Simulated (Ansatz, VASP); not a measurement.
# Two plane-wave programs on Mg

```
CELL_PARAMETERS angstrom
0.00000 2.17989 2.17989
2.17989 0.00000 2.17989
2.17989 2.17989 0.00000
ATOMIC_POSITIONS crystal
Mg 0.00000 0.00000 0.00000
```

Alike in both runs: task single point; functional PBE; k mesh 16 × 16 × 16; occupations gaussian, width 0.1 eV; no spin polarisation.

```csv
,VASP,Ansatz
version,VASP 6.6.1,Ansatz 0.2.0
potentials or method,"VASP PAW PBE potentials, release 64 (Mg), cutoff 520 eV","scalar-relativistic, plane waves, PAW"
valence electrons in the cell,2,10
```

```csv
,VASP,Ansatz,Ansatz less VASP
gap on the k mesh at the Fermi level (eV),none,none,-
pressure (GPa),4.7,4.8,+0.11
```

A gap of «none» marks a metal or a gap that the smearing closes. VASP's potentials hold 2 valence electrons a cell and Ansatz's 10, so a difference there can come from the potentials and not from the codes.
